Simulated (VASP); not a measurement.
# KCl (ae) (Pm-3m) in VASP: notebook

The runs below take KCl (ae) through single point, with LDA.

Program: VASP 6.6.1. These are calculated values, not measurements. Logs are shortened: lines on timing, memory, paths and dates and some standing lists are left out, and cuts for length are marked.

## 1. The cell of the first run

The structure is cubic, space group Pm-3m (No. 221). The conventional cell has a = 3.524 Å, b = 3.524 Å, c = 3.524 Å, α = 90.00°, β = 90.00°, γ = 90.00°. K (site symmetry m-3m) has 8 Cl at 3.05 Å and 6 K at 3.52 Å within 4.0 Å. Cl (site symmetry m-3m) has 8 K at 3.05 Å and 6 Cl at 3.52 Å within 4.0 Å.

## 2. Single point, LDA (volume scaled by 0.91)

Input file INCAR:

```
SYSTEM = KCl
PREC = Accurate
ENCUT = 500
EDIFF = 1E-6
ISMEAR = 0
SIGMA = 0.02
LREAL = .FALSE.
LASPH = .TRUE.
NELM = 120
ALGO = Normal
ISIF = 2
LWAVE = .FALSE.
LCHARG = .FALSE.
GGA = CA
NBANDS = 15
GGA_COMPAT = .FALSE.
```

Input file KPOINTS:

```
regular mesh
0
G
  6 6 6
  0 0 0
```

Input file POSCAR:

```
KCl
1.0
    3.5236810456      0.0000000000      0.0000000000
    0.0000000000      3.5236810456      0.0000000000
    0.0000000000      0.0000000000      3.5236810456
K Cl
1 1
Direct
    0.0000000000      0.0000000000      0.0000000000
    0.5000000000      0.5000000000      0.5000000000
```

Potentials or basis: VASP PAW LDA potentials, release 64 (K_sv, Cl).

Run with:

```
cat potpaw_LDA.64/K_sv/POTCAR potpaw_LDA.64/Cl/POTCAR > POTCAR
mpirun -np 1 vasp_std > vasp.out
```

OUTCAR:

```text
SYSTEM = KCl
   PREC = Accurate
   ENCUT = 500
   EDIFF = 1E-6
   ISMEAR = 0
   LREAL = .FALSE.
   LASPH = .TRUE.
   NELM = 120
   ISIF = 2
   GGA = CA

 ion  position               nearest neighbor table
   1  0.000  0.000  0.000-   2 3.05   2 3.05   2 3.05   2 3.05   2 3.05   2 3.05   2 3.05   2 3.05

   2  0.500  0.500  0.500-   1 3.05   1 3.05   1 3.05   1 3.05   1 3.05   1 3.05   1 3.05   1 3.05

  LATTYP: Found a simple cubic cell.
 ALAT       =     3.5236810456

  Lattice vectors:

 A1 = (   3.5236810456,   0.0000000000,   0.0000000000)
 A2 = (   0.0000000000,   3.5236810456,   0.0000000000)
 A3 = (   0.0000000000,   0.0000000000,   3.5236810456)

Analysis of symmetry for initial positions (statically):
=====================================================================
 Subroutine PRICEL returns:
 Original cell was already a primitive cell.

 Routine SETGRP: Setting up the symmetry group for a
 simple cubic supercell.

 Subroutine GETGRP returns: Found 48 space group operations
 (whereof 48 operations were pure point group operations)
 out of a pool of 48 trial point group operations.

The static configuration has the point symmetry O_h .

Analysis of symmetry for dynamics (positions and initial velocities):
=====================================================================
 Subroutine PRICEL returns:
 Original cell was already a primitive cell.

 Routine SETGRP: Setting up the symmetry group for a
 simple cubic supercell.

 Subroutine GETGRP returns: Found 48 space group operations
 (whereof 48 operations were pure point group operations)
 out of a pool of 48 trial point group operations.

The dynamic configuration has the point symmetry O_h .

 Subroutine INISYM returns: Found 48 space group operations
 (whereof 48 operations are pure point group operations),
 and found     1 'primitive' translations

----------------------------------------------------------------------------------------

                                     Primitive cell

  volume of cell :      43.7512

  direct lattice vectors                    reciprocal lattice vectors
     3.523681046  0.000000000  0.000000000     0.283794131  0.000000000  0.000000000
     0.000000000  3.523681046  0.000000000     0.000000000  0.283794131  0.000000000
     0.000000000  0.000000000  3.523681046     0.000000000  0.000000000  0.283794131

  length of vectors
     3.523681046  3.523681046  3.523681046     0.283794131  0.283794131  0.283794131

  position of ions in fractional coordinates (direct lattice)
     0.000000000  0.000000000  0.000000000
     0.500000000  0.500000000  0.500000000

  ion indices of the primitive-cell ions
   primitive index   ion index
                 1           1
[... 82 lines left out ...]
   EFERMI =   0.00;   METHOD = LEGACY
   ISMEAR =     0;   SIGMA  =   0.02  broadening in eV -4-tet -1-fermi 0-gaus
   EFERMI_NEDOS =   21; number of points for ismear=-14 and -15
   IALGO  =     38    algorithm
   IMIX   =      4    mixing-type and parameters
     AMIX     =   0.40;   BMIX     =  1.00
     AMIX_MAG =   1.60;   BMIX_MAG =  1.00
  volume/ion in A,a.u.               =      21.88       147.62
  Fermi-wavevector in a.u.,A,eV,Ry     =   1.170716  2.212333 18.647819  1.370576
  Thomas-Fermi vector in A             =   2.307170
   LORBIT       =      0    0 simple, 1 ext, 2 COOP (PROOUT), +10 PAW based schemes
   GGA     = CA    functional components
   LHFCALC =     F    Hartree Fock is set to
   AEXX    =    0.0000 exact exchange contribution
   IVDW    =     0    specifies the selected vdW correction
   LEPSILON=     F    determine dielectric tensor
   LRPA    =     F    only Hartree local field effects (RPA)
 non-spin polarized calculation
 Gauss-broadening in eV      SIGMA  =   0.02
  energy-cutoff  :      500.00
  volume of cell :       43.75
 maximum number of plane-waves:      1141
 NGX is ok and might be reduce to    28
   NGX = 13   NGY = 13   NGZ = 13

 number of electron      15.9999999 magnetization

 Free energy of the ion-electron system (eV)
  ---------------------------------------------------
  ext. energy  EPLUGINS =         0.00000000
  ---------------------------------------------------
  free energy    TOTEN  =        -7.30024047 eV

  energy without entropy =       -7.30024047  energy(sigma->0) =       -7.30024047

 E-fermi :   0.6479     XC(G=0):  -9.7787

 val. band max:        0.4551809851   @ k =   0.5000   0.5000   0.0000
 cond. band min:       6.1311650918   @ k =   0.0000   0.0000   0.0000
 fundamental gap:      5.6759841067
 Fermi energy:         0.6478939090

 k-point     1 :       0.0000    0.0000    0.0000
  band No.  band energies     occupation
      1     -26.9309      2.00000
      2     -12.6221      2.00000
      3     -10.4731      2.00000
      4     -10.4731      2.00000
      5     -10.4731      2.00000
      6       0.2074      2.00000
      7       0.2074      2.00000
      8       0.2074      2.00000
      9       6.1312      0.00000
     10       6.2918      0.00000
     11       6.2918      0.00000
     12      11.5509      0.00000
     13      11.5509      0.00000
     14      11.5509      0.00000
[... 329 lines left out ...]
      2     -11.8365      2.00000
      3     -10.8399      2.00000
      4     -10.8399      2.00000
      5     -10.8399      2.00000
      6      -1.6699      2.00000
      7      -1.6699      2.00000
      8      -1.6699      2.00000
      9       9.7859      0.00000
     10       9.7859      0.00000
     11       9.7859      0.00000
     12      11.3307      0.00000
     13      11.3307      0.00000
     14      11.3307      0.00000
     15      13.8604      0.00000

------------------------ aborting loop because EDIFF is reached ----------------------------------------

  FORCE on cell =-STRESS in cart. coord.  units (eV):
  Direction    XX          YY          ZZ          XY          YZ          ZX
  --------------------------------------------------------------------------------------
  -------------------------------------------------------------------------------------
  Total        0.9864310      0.9864310      0.9864310     -0.0000000     -0.0000000      0.0000000
  in kB       36.1233090     36.1233090     36.1233090     -0.0000000     -0.0000000      0.0000000
  external PRESSURE =      36.1233090 kB  Pullay stress =       0.0000000 kB

 VOLUME and BASIS-vectors are now :
 -----------------------------------------------------------------------------
  energy-cutoff  :      500.00
  volume of cell :       43.75
      direct lattice vectors                 reciprocal lattice vectors
     3.523681046  0.000000000  0.000000000     0.283794131  0.000000000  0.000000000
     0.000000000  3.523681046  0.000000000     0.000000000  0.283794131  0.000000000
     0.000000000  0.000000000  3.523681046     0.000000000  0.000000000  0.283794131

 POSITION                                       TOTAL-FORCE (eV/Angst)
 -----------------------------------------------------------------------------------
      0.00000      0.00000      0.00000         0.000000      0.000000      0.000000
      1.76184      1.76184      1.76184         0.000000      0.000000      0.000000
 -----------------------------------------------------------------------------------
    total drift:                               -0.000000      0.000000      0.000000

  FREE ENERGIE OF THE ION-ELECTRON SYSTEM (eV)
  ---------------------------------------------------
  free  energy   TOTEN  =        -7.3002404722 eV

  energy  without entropy=       -7.3002404722  energy(sigma->0) =       -7.30024047
```

It took 15 s on 1 thread of Intel Xeon Platinum 8259CL at 2.50GHz (Skylake/Cascade Lake), shared host; peak memory 0.14 GiB.

Results:

- Free energy: -7.3002 eV
- Pressure: 3.6 GPa
- Band gap on the k mesh: 5.68 eV, indirect (least direct gap 5.88 eV)

 A k mesh can miss the band edges.

[end of part 1 of 4]
